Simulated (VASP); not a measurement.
Here is a VASP 6.6.1 calculation.

INCAR

```
PREC = Accurate
ENCUT = 600
EDIFF = 1E-7
ISMEAR = 0
SIGMA = 0.1
LREAL = False
LASPH = True
NELM = 80
ALGO = Normal
ISIF = 3
LWAVE = False
LCHARG = False
GGA = PE
IBRION = 2
NSW = 90
EDIFFG = -0.04
```

Contents of KPOINTS:

```
Automatic mesh
0
Gamma
  4 4 4
```

POSCAR

```
BiS4
1.0
   -3.3688739800      3.3688739800      3.3688739800
    3.3688739800     -3.3688739800      3.3688739800
    3.3688739800      3.3688739800     -3.3688739800
Bi S
1 4
Direct
    0.0000000000      0.0000000000      0.0000000000
    0.5000000000      0.5000000000      0.5000000000
    0.0000000000      0.0000000000      0.5000000000
    0.0000000000      0.5000000000      0.0000000000
    0.5000000000      0.0000000000      0.0000000000
```

Potentials or basis: VASP PAW PBE potentials, release 64 (Bi_d, S).

Run with:

```sh
$ cat potpaw_PBE.64/Bi_d/POTCAR potpaw_PBE.64/S/POTCAR > POTCAR
$ mpirun -np 1 vasp_std > vasp.out
```

Task: Predict the relaxed cell.

Result: a = 5.528 Å, b = 5.528 Å, c = 5.528 Å, α = 109.47°, β = 109.47°, γ = 109.47°.

Task: Predict the space group after relaxing (to 0.05 Å).

Result: Im-3m (No. 229).

Task: Predict the relaxed volume.

Result: 26.01 Å³/atom.

Final structure:
```cif
data_structure
_symmetry_space_group_name_H-M 'P 1'
_symmetry_Int_Tables_number 1
_cell_length_a 5.5278
_cell_length_b 5.5278
_cell_length_c 5.5278
_cell_angle_alpha 109.471
_cell_angle_beta 109.471
_cell_angle_gamma 109.471
_cell_volume 130.03
loop_
_atom_site_label
_atom_site_type_symbol
_atom_site_fract_x
_atom_site_fract_y
_atom_site_fract_z
_atom_site_occupancy
Bi1 Bi 0.00000 0.00000 0.00000 1
S1 S 0.50000 0.50000 0.50000 1
S2 S 0.00000 0.00000 0.50000 1
S3 S 0.00000 0.50000 0.00000 1
S4 S 0.50000 0.00000 0.00000 1
```
